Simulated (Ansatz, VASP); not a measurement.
## Two plane-wave programs on Si

```xyz
4
Lattice="3.8817 0.0000 0.0000 -1.9409 3.3617 0.0000 0.0000 0.0000 6.4160" Properties=species:S:1:pos:R:3 pbc="T T T"
Si    1.9409    1.1206    6.0117
Si    0.0000    2.2411    2.8037
Si    1.9409    1.1206    3.6122
Si    0.0000    2.2411    0.4043
```

Alike in both runs: task single point; functional r2SCAN; k mesh 8 × 8 × 4; occupations fermi-dirac, width 0.05 eV; no spin polarisation.

|  | VASP | Ansatz |
| --- | --- | --- |
| version | VASP 6.6.1 | Ansatz 0.2.0 |
| potentials or method | VASP PAW PBE potentials, release 64 (Si) | Ansatz PAW |
| plane-wave cutoff (eV) | 520 | 500 |
| valence electrons in the cell | 16 | 16 |

VASP gave:

| Quantity | Value |
| --- | --- |
| gap on the k mesh at the Fermi level (eV) | 0.69 |
| least direct gap on the mesh (eV) | 1.26 |
| pressure (GPa) | -3.6 |
| traceless stress, the component that is largest in VASP (GPa) | 0.07 |
| rms of the force components (eV/Å) | 0.012 |

Task: Estimate Ansatz's values.

Result: gap on the k mesh at the Fermi level (eV): 0.68; least direct gap on the mesh (eV): 1.24; pressure (GPa): -3.3; traceless stress, the component that is largest in VASP (GPa): 0.08; rms of the force components (eV/Å): 0.011.

VASP's potentials were made for PBE, not for r2SCAN. Atom by atom the forces differ by 0.001 eV/Å (rms over components).
